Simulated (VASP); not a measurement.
Here is a VASP 6.6.1 calculation.

File INCAR:

```
SYSTEM = AgBr
ALGO     = Normal         ! electronic algorithm
EDIFF    = 1E-6           ! SCF threshold, eV
ENCUT    = 500            ! plane-wave cutoff, eV
GGA      = PE             ! functional
GGA_COMPAT= .False.      
ISIF     = 2              ! what is computed and relaxed
ISMEAR   = 0              ! smearing method
LASPH    = .True.         ! aspherical terms in the spheres
LCHARG   = .True.         ! write CHGCAR
LMAXMIX  = 4              ! l up to which the mixer works
LORBIT   = 11             ! projections on sites
LORBMOM  = .True.       
LREAL    = .False.        ! projectors in reciprocal space
LSORBIT  = .True.         ! spin-orbit coupling
LVHAR    = .True.       
LWAVE    = .False.        ! write WAVECAR
MAGMOM   = 0 0 0 0 0 0    ! initial moments
NBANDS   = 30             ! bands
NELM     = 200            ! most SCF steps
PREC     = Accurate       ! precision mode
SIGMA    = 0.02           ! smearing width, eV
```

KPOINTS

```
k-points
0
Gamma
  8 8 8
  0 0 0
```

File POSCAR:

```
AgBr
1.0
    0.0000000000      2.9216612883      2.9216612883
    2.9216612883      0.0000000000      2.9216612883
    2.9216612883      2.9216612883      0.0000000000
Ag Br
1 1
Direct
    0.0000000000      0.0000000000      0.0000000000
    0.5000000000      0.5000000000      0.5000000000
```

Potentials or basis: VASP PAW PBE potentials, release 64 (Ag, Br).

Run with:

```console
$ cat potpaw_PBE.64/Ag/POTCAR potpaw_PBE.64/Br/POTCAR > POTCAR
$ mpirun -np 1 vasp_ncl > vasp.out
```

Task: What does it give for the net moment?

Result: 0.00 μB per cell.

Task: What does it give for the pressure?

Result: -0.1 GPa.

Moments on the atoms (μB; x, y, z):
```
Ag  0.00 0.00 0.00
Br  0.00 0.00 0.00
```
